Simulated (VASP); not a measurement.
# RuAu (Pm-3m) in VASP: single point with r2SCAN

Aim: the single point of RuAu with r2SCAN.

All numbers are computed with VASP 6.6.1; they aren't measurements. Logs are shortened: lines on timing, memory, paths and dates and some standing lists are left out, and cuts for length are marked.

## Step 1: The cell of the first run

Symmetry: Pm-3m, No. 221, cubic system. Conventional cell: a = 3.309 Å, b = 3.309 Å, c = 3.309 Å, α = 90.00°, β = 90.00°, γ = 90.00°. Within 3.8 Å of Ru (site symmetry m-3m) lie 8 Au at 2.87 Å and 6 Ru at 3.31 Å. Within 3.8 Å of Au (site symmetry m-3m) lie 8 Ru at 2.87 Å and 6 Au at 3.31 Å.

## Step 2: Single point, r2SCAN

The input, POSCAR:

```
RuAu
1.0
    3.3085435500      0.0000000000      0.0000000000
    0.0000000000      3.3085435500      0.0000000000
    0.0000000000      0.0000000000      3.3085435500
Ru Au
1 1
Direct
    0.0000000000      0.0000000000      0.0000000000
    0.5000000000      0.5000000000      0.5000000000
```

The input, INCAR.step1:

```
SYSTEM = RuAu
PREC     = Accurate       ! precision mode
ENCUT    = 550            ! plane-wave cutoff, eV
ISMEAR   = -1             ! smearing method
SIGMA    = 0.1            ! smearing width, eV
LREAL    = .False.        ! projectors in reciprocal space
LASPH    = .True.         ! aspherical terms in the spheres
NELM     = 120            ! most SCF steps
NBANDS   = 20             ! bands
GGA      = PE             ! functional
ALGO     = Normal         ! electronic algorithm
EDIFF    = 1E-5           ! SCF threshold, eV
LWAVE    = .True.         ! write WAVECAR
LCHARG   = .False.        ! write CHGCAR
GGA_COMPAT= .False.
```

The input, INCAR.step2:

```
SYSTEM = RuAu
PREC     = Accurate       ! precision mode
ENCUT    = 550            ! plane-wave cutoff, eV
EDIFF    = 1E-6           ! SCF threshold, eV
ISMEAR   = -1             ! smearing method
SIGMA    = 0.1            ! smearing width, eV
LREAL    = .False.        ! projectors in reciprocal space
LASPH    = .True.         ! aspherical terms in the spheres
NELM     = 120            ! most SCF steps
ALGO     = Normal         ! electronic algorithm
ISIF     = 2              ! what is computed and relaxed
LWAVE    = .False.        ! write WAVECAR
LCHARG   = .True.         ! write CHGCAR
METAGGA  = R2SCAN         ! meta-GGA
LMIXTAU  = .True.       
LELF     = .True.         ! ELF
LVHAR    = .True.       
NBANDS   = 20             ! bands
ISTART   = 1            
GGA_COMPAT= .False.
```

The input, KPOINTS:

```
Automatic mesh
0
Gamma
  10 10 10
  0 0 0
```

Potentials or basis: VASP PAW PBE potentials, release 64 (Ru_pv, Au).

Started as:

```sh
$ cat potpaw_PBE.64/Ru_pv/POTCAR potpaw_PBE.64/Au/POTCAR > POTCAR
$ cp INCAR.step1 INCAR
$ mpirun -np 1 vasp_std > vasp.out
$ cp INCAR.step2 INCAR
$ mpirun -np 1 vasp_std > vasp.out
```

OUTCAR:

```text
SYSTEM = RuAu
   PREC = Accurate
   ENCUT = 550
   EDIFF = 1E-6
   ISMEAR = -1
   LREAL = .False.
   LASPH = .True.
   NELM = 120
   ISIF = 2
   METAGGA = R2SCAN
   ISTART = 1

 ion  position               nearest neighbor table
   1  0.000  0.000  0.000-   2 2.87   2 2.87   2 2.87   2 2.87   2 2.87   2 2.87   2 2.87   2 2.87

   2  0.500  0.500  0.500-   1 2.87   1 2.87   1 2.87   1 2.87   1 2.87   1 2.87   1 2.87   1 2.87

  LATTYP: Found a simple cubic cell.
 ALAT       =     3.3085435500

  Lattice vectors:

 A1 = (   3.3085435500,   0.0000000000,   0.0000000000)
 A2 = (   0.0000000000,   3.3085435500,   0.0000000000)
 A3 = (   0.0000000000,   0.0000000000,   3.3085435500)

Analysis of symmetry for initial positions (statically):
=====================================================================
 Subroutine PRICEL returns:
 Original cell was already a primitive cell.

 Routine SETGRP: Setting up the symmetry group for a
 simple cubic supercell.

 Subroutine GETGRP returns: Found 48 space group operations
 (whereof 48 operations were pure point group operations)
 out of a pool of 48 trial point group operations.

The static configuration has the point symmetry O_h .

Analysis of symmetry for dynamics (positions and initial velocities):
=====================================================================
 Subroutine PRICEL returns:
 Original cell was already a primitive cell.

 Routine SETGRP: Setting up the symmetry group for a
 simple cubic supercell.

 Subroutine GETGRP returns: Found 48 space group operations
 (whereof 48 operations were pure point group operations)
 out of a pool of 48 trial point group operations.

The dynamic configuration has the point symmetry O_h .

 Subroutine INISYM returns: Found 48 space group operations
 (whereof 48 operations are pure point group operations),
 and found     1 'primitive' translations

----------------------------------------------------------------------------------------

                                     Primitive cell

  volume of cell :      36.2168

  direct lattice vectors                    reciprocal lattice vectors
     3.308543550  0.000000000  0.000000000     0.302247797  0.000000000  0.000000000
     0.000000000  3.308543550  0.000000000     0.000000000  0.302247797  0.000000000
     0.000000000  0.000000000  3.308543550     0.000000000  0.000000000  0.302247797

  length of vectors
     3.308543550  3.308543550  3.308543550     0.302247797  0.302247797  0.302247797
[... 73 lines left out ...]
   ISTART =      1    job   : 0-new  1-cont  2-samecut
   ICHARG =      0    charge: 1-file 2-atom 10-const
   ISPIN  =      1    spin polarized calculation?
   LNONCOLLINEAR =      F non collinear calculations
   LSORBIT =      F    spin-orbit coupling
   LASPH  =      T    aspherical Exc in radial PAW
   ENCUT  =  550.0 eV  40.42 Ry    6.36 a.u.   6.33  6.33  6.33*2*pi/ulx,y,z
   NELM   =    120;   NELMIN=  2; NELMDL=  0     # of ELM steps
   EDIFF  = 0.1E-05   stopping-criterion for ELM
   LREAL  =      F    real-space projection
   EDIFFG = 0.1E-04   stopping-criterion for IOM
   NSW    =      0    number of steps for IOM
   IBRION =     -1    ionic relax: 0-MD 1-quasi-New 2-CG
   NFREE  =      0    steps in history (QN), initial steepest desc. (CG)
   ISIF   =      2    stress and relaxation
   ISYM   =      2    0-nonsym 1-usesym 2-fastsym
   POTIM  = 0.5000    time-step for ionic-motion
   TEBEG  =    0.0;   TEEND  =   0.0 temperature during run
   PSTRESS=    0.0 pullay stress
   NELECT =      25.0000    total number of electrons
   NUPDOWN=      -1.0000    fix difference up-down
   EMIN   =  10.00;   EMAX   =-10.00  energy-range for DOS
   EFERMI =   0.00;   METHOD = LEGACY
   ISMEAR =    -1;   SIGMA  =   0.10  broadening in eV -4-tet -1-fermi 0-gaus
   EFERMI_NEDOS =   21; number of points for ismear=-14 and -15
   IALGO  =     38    algorithm
   IMIX   =      4    mixing-type and parameters
     AMIX     =   0.40;   BMIX     =  1.00
     AMIX_MAG =   1.60;   BMIX_MAG =  1.00
  volume/ion in A,a.u.               =      18.11       122.20
  Fermi-wavevector in a.u.,A,eV,Ry     =   1.446832  2.734115 28.481370  2.093322
  Thomas-Fermi vector in A             =   2.564855
   LORBIT       =      0    0 simple, 1 ext, 2 COOP (PROOUT), +10 PAW based schemes
   METAGGA = R2SCAN    functional components
   LHFCALC =     F    Hartree Fock is set to
   AEXX    =    0.0000 exact exchange contribution
   IVDW    =     0    specifies the selected vdW correction
   LEPSILON=     F    determine dielectric tensor
   LRPA    =     F    only Hartree local field effects (RPA)
 non-spin polarized calculation
  energy-cutoff  :      550.00
  volume of cell :       36.22
 maximum number of plane-waves:      1082
 NGX is ok and might be reduce to    28
   NGX = 13   NGY = 13   NGZ = 13

 number of electron      24.9999998 magnetization

 Free energy of the ion-electron system (eV)
  ---------------------------------------------------
  ext. energy  EPLUGINS =         0.00000000
  ---------------------------------------------------
  free energy    TOTEN  =       -74.35118001 eV

  energy without entropy =      -74.25314467  energy(sigma->0) =      -74.30216234

 E-fermi :   8.0592     XC(G=0): -13.3033

 val. band max:        8.0542052814   @ k =   0.1000   0.1000   0.0000
 cond. band min:       8.0837980014   @ k =   0.3000   0.0000   0.0000
 fundamental gap:      0.0295927200
 Fermi energy:         8.0591902127

 k-point     1 :       0.0000    0.0000    0.0000
  band No.  band energies     occupation
      1     -35.5127      2.00000
      2     -35.5127      2.00000
      3     -35.5127      2.00000
      4       0.0821      2.00000
      5       2.4087      2.00000
      6       2.4087      2.00000
[... 541 lines left out ...]
     19      23.6422      0.00000
     20      23.9470      0.00000

 [... further k-points ...]
[... 5 lines left out ...]
  --------------------------------------------------------------------------------------
  -------------------------------------------------------------------------------------
  Total       -5.1239913     -5.1239913     -5.1239913     -0.0000000      0.0000000     -0.0000000
  in kB     -226.6774926   -226.6774926   -226.6774926     -0.0000000      0.0000000     -0.0000000
  external PRESSURE =    -226.6774926 kB  Pullay stress =       0.0000000 kB

 VOLUME and BASIS-vectors are now :
 -----------------------------------------------------------------------------
  energy-cutoff  :      550.00
  volume of cell :       36.22
      direct lattice vectors                 reciprocal lattice vectors
     3.308543550  0.000000000  0.000000000     0.302247797  0.000000000  0.000000000
     0.000000000  3.308543550  0.000000000     0.000000000  0.302247797  0.000000000
     0.000000000  0.000000000  3.308543550     0.000000000  0.000000000  0.302247797

 POSITION                                       TOTAL-FORCE (eV/Angst)
 -----------------------------------------------------------------------------------
      0.00000      0.00000      0.00000         0.000000      0.000000      0.000000
      1.65427      1.65427      1.65427         0.000000      0.000000      0.000000
 -----------------------------------------------------------------------------------
    total drift:                               -0.000000      0.000000      0.000000

  FREE ENERGIE OF THE ION-ELECTRON SYSTEM (eV)
  ---------------------------------------------------
  free  energy   TOTEN  =       -74.3511800073 eV

  energy  without entropy=      -74.2531446673  energy(sigma->0) =      -74.30216234
```

OUTCAR.step1:

```text
SYSTEM = RuAu
   PREC = Accurate
   ENCUT = 550
   ISMEAR = -1
   LREAL = .False.
   LASPH = .True.
[... 774 lines left out ...]
      0.00000      0.00000      0.00000         0.000000      0.000000      0.000000
      1.65427      1.65427      1.65427         0.000000      0.000000      0.000000
 -----------------------------------------------------------------------------------
    total drift:                               -0.000000      0.000000      0.000000

  FREE ENERGIE OF THE ION-ELECTRON SYSTEM (eV)
  ---------------------------------------------------
  free  energy   TOTEN  =       -10.9849037372 eV

  energy  without entropy=      -10.8838464908  energy(sigma->0) =      -10.93437511
```

OSZICAR.step1:

```text
N       E                     dE             d eps       ncg     rms          rms(c)
DAV:   1     0.203565792284E+03    0.20357E+03   -0.14159E+04  2248   0.127E+03
DAV:   2    -0.804770897781E+01   -0.21161E+03   -0.20580E+03  2360   0.346E+02
DAV:   3    -0.119613352899E+02   -0.39136E+01   -0.38798E+01  2664   0.500E+01
DAV:   4    -0.119825884051E+02   -0.21253E-01   -0.21229E-01  2508   0.391E+00
DAV:   5    -0.119828532821E+02   -0.26488E-03   -0.26475E-03  2728   0.404E-01    0.957E+00
DAV:   6    -0.110297262186E+02    0.95313E+00   -0.24976E+00  2412   0.141E+01    0.553E+00
DAV:   7    -0.110076273550E+02    0.22099E-01   -0.34141E-01  2500   0.439E+00    0.265E+00
DAV:   8    -0.109897142016E+02    0.17913E-01   -0.11522E-01  2388   0.323E+00    0.218E+00
DAV:   9    -0.109849570753E+02    0.47571E-02   -0.92675E-03  2420   0.852E-01    0.135E-01
DAV:  10    -0.109848953205E+02    0.61755E-04   -0.30638E-04  2588   0.156E-01    0.237E-02
DAV:  11    -0.109849037372E+02   -0.84167E-05   -0.76940E-06  1584   0.271E-02
   1 F= -.10984904E+02 E0= -.10934375E+02  d E =-.101057E+00
```

It took 63 s on 1 thread of Intel Xeon 6975P-C (Granite Rapids), shared host; peak memory 0.19 GiB.

What came out:

- Free energy: -74.3512 eV
- Pressure: -22.7 GPa
- Band gap on the k mesh: zero (an odd number of electrons rules out a gap without spin polarisation)

Levels at points of the mesh, in eV from the Fermi level:
```tsv
k point	band 10	band 11	band 12	band 13	band 14	band 15
(0.00, 0.00, 0.00)	-0.97	-0.97	0.50	0.50	0.50	7.68
(0.50, 0.00, 0.00)	-2.22	-1.73	-1.25	-1.25	-0.26	1.35
(0.50, 0.50, 0.00)	-0.62	0.47	0.67	0.67	0.73	0.73
(0.50, 0.50, 0.50)	-2.66	-2.66	0.52	0.52	3.08	8.29
```

Caveat: the cell stands under tension; the PAW data sets were made with another functional, which shifts forces and pressure a little; spin-orbit coupling is left out, which moves the levels of the heavy elements.
